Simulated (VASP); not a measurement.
**Pd: relaxation of cell and atoms with PBEsol**

Pd:

```
CELL_PARAMETERS angstrom
2.78367 0.00000 0.00000
-1.39183 2.41072 0.00000
0.00000 0.00000 4.62889
ATOMIC_POSITIONS crystal
Pd 0.66667 0.33333 0.75000
Pd 0.33333 0.66667 0.25000
```

```
Program                : VASP 6.6.1
Task                   : relaxation of cell and atoms
Functional             : PBEsol
Potentials or basis    : VASP PAW PBE potentials, release 64 (Pd)
Cutoff                 : 600 eV
k mesh                 : 9 × 9 × 4
Occupations            : gaussian, width 0.1 eV
Spin                   : no spin polarisation
Dipole correction      : no
Further INCAR settings : ALGO = Fast; EDIFF = 1e-06; IBRION = 2; EDIFFG = -0.04; NSW = 90; ISIF = 3
```

The relaxed volume is 14.60 Å³/atom and the relaxed cell is a = 2.726 Å, b = 2.726 Å, c = 4.539 Å, α = 90.00°, β = 90.00°, γ = 120.00°. The space group after relaxing (to 0.05 Å) is P6_3/mmc (No. 194), the energy gained by relaxing is 32.9 meV/atom and the ionic steps are 4. The pressure after relaxing is 0.0 GPa and the band gap on the k mesh is zero (band 10 reaches 9.92 eV, above the bottom of band 11 at 9.08 eV).

Stress tensor (GPa, compression positive):
```
-0.21  0.00  0.00
 0.00 -0.21  0.00
 0.00  0.00  0.42
```

Step by step:
```
step  energy change (eV)  largest force (eV/Å)  pressure (GPa)  volume (Å³)
   1              0.0000                0.0000          -10.53        31.06
   2              0.0989                0.0000           23.23        26.70
   3             -0.0657                0.0000           -0.28        29.24
   4             -0.0657                0.0000            0.00        29.21
```

Final structure:
```
Pd
1.0
     2.72566    0.00000    0.00000
    -1.36283    2.36049    0.00000
     0.00000    0.00000    4.53928
Pd
2
Direct
  0.66667 0.33333 0.75000
  0.33333 0.66667 0.25000
```

Levels at points of the mesh, in eV from the Fermi level:
```csv
k point,band 7,band 8,band 9,band 10,band 11,band 12,band 13,band 14
"(0.00, 0.00, 0.00)",-2.44,-1.71,-1.71,-0.24,-0.24,0.73,7.04,17.10
"(0.00, 0.00, 0.50)",-2.85,-2.85,-0.71,-0.71,-0.71,-0.71,14.12,14.12
```

It used 110 s of CPU time on 1 thread of AMD EPYC 7R13 Processor (Zen 3), with other jobs on the host.

Caveat: the PAW data sets were made with another functional, which shifts forces and pressure a little.
